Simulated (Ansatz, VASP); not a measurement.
Cu in VASP and in Ansatz

The input INCAR:

```
SYSTEM = Cu
PREC = Accurate
ENCUT = 600
EDIFF = 1E-7
ISMEAR = -1
SIGMA = 0.05
LREAL = .FALSE.
LASPH = .TRUE.
NELM = 120
ALGO = Normal
ISIF = 3
LWAVE = .FALSE.
LCHARG = .FALSE.
GGA = PS
IBRION = 2
NSW = 60
EDIFFG = -0.01
GGA_COMPAT = .FALSE.
NELMIN = 4
```

The input KPOINTS:

```
Automatic mesh
0
G
  13 13 13
  0 0 0
```

Contents of POSCAR:

```
Cu
1.0
    0.0000000000      1.8075000000      1.8075000000
    1.8075000000      0.0000000000      1.8075000000
    1.8075000000      1.8075000000      0.0000000000
Cu
1
Direct
    0.0000000000      0.0000000000      0.0000000000
```

The input input.yaml:

```yaml
crystal:
  lattice:
    - [0.0, 1.8075, 1.8075]
    - [1.8075, 0.0, 1.8075]
    - [1.8075, 1.8075, 0.0]
  atoms:
    - { symbol: Cu, position: [0.0, 0.0, 0.0] }
hamiltonian:
  xc: pbesol
  pseudopotentials: { kind: paw }
kpoints:
  mp_grid: { grid: [13, 13, 13] }
scf:
  occupations: { method: fermi_dirac, width: 0.05 }
output:
  forces: true
  stress: true
  eigenvalues: true
relax:
  f_tol: 0.01
  max_steps: 40
  cell: { stress_tol: 0.05 }
```

Alike in both runs: task relaxation of cell and atoms; functional PBEsol; k mesh 13 × 13 × 13; occupations fermi-dirac, width 0.05 eV; no spin polarisation.

|  | VASP | Ansatz |
| --- | --- | --- |
| version | VASP 6.6.1 | Ansatz 0.2.0 |
| potentials or method | VASP PAW PBE potentials, release 64 (Cu) | Ansatz PAW |
| plane-wave cutoff (eV) | 600 | 420 |
| valence electrons in the cell | 11 | 19 |

```csv
,VASP,Ansatz,Ansatz less VASP
"gap on the k mesh at the Fermi level, each at its own relaxed structure (eV)",none,none,-
relaxed volume (Å³/atom),11.36,11.31,-0.052
relaxed cell length with the largest relative difference (Å),2.523,2.519,-0.0039
```

VASP's potentials were made for PBE, not for PBEsol. A gap of «none» marks a metal or a gap that the smearing closes. VASP's potentials hold 11 valence electrons a cell and Ansatz's 19, so a difference there can come from the potentials and not from the codes.

Noted on Ansatz's run: the plane-wave basis is chosen anew once the cell has moved, so the energies of steps on either side of that aren't comparable.
